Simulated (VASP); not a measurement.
A run of VASP 6.6.1 is set up as follows.

INCAR

```
SYSTEM = PtSe2
ALGO = Normal ; EDIFF = 1E-6
EDIFFG = -0.01 ; ENCUT = 600
GGA = PS ; IBRION = 2
ISIF = 4 ; ISMEAR = 0
IVDW = 12 ; LASPH = .TRUE.
LCHARG = .FALSE. ; LREAL = .FALSE.
LWAVE = .FALSE. ; NELM = 80
NSW = 50 ; PREC = Accurate
SIGMA = 0.1
```

KPOINTS

```
k-points
0
G
  12 12 8
  0 0 0
```

The input POSCAR:

```
PtSe2
1.0
    3.6402897917      0.0000000000      0.0000000000
   -1.8201448958      3.1525834367      0.0000000000
    0.0000000000      0.0000000000      4.3039859011
Pt Se
1 2
Direct
    0.0000000000      0.0000000000      0.0000000000
    0.3333333333      0.6666666667      0.2854547073
    0.6666666667      0.3333333333      0.7145452927
```

Potentials or basis: VASP PAW PBE potentials, release 64 (Pt, Se).

Run with:

```bash
$ cat potpaw_PBE.64/Pt/POTCAR potpaw_PBE.64/Se/POTCAR > POTCAR
$ mpirun -np 1 vasp_std > vasp.out
```

Estimate the dispersion energy per atom.

-0.529 eV.

Estimate the band gap on the k mesh.

zero (bands 11 and 12 overlap by 0.70 eV).

The path:
```tsv
step	energy change (eV)	largest force (eV/Å)	pressure (GPa)	volume (Å³)
1	0.0000	0.3951	18.43	49.39
2	-0.0098	0.0053	16.70	49.39
3	-0.0098	0.0160	16.61	49.39
4	-0.0099	0.0088	16.61	49.39
5	-0.0100	0.0004	16.59	49.39
```

Caveat: the PAW data sets were made with another functional, which shifts forces and pressure a little; spin-orbit coupling is left out, which moves the levels of the heavy elements.
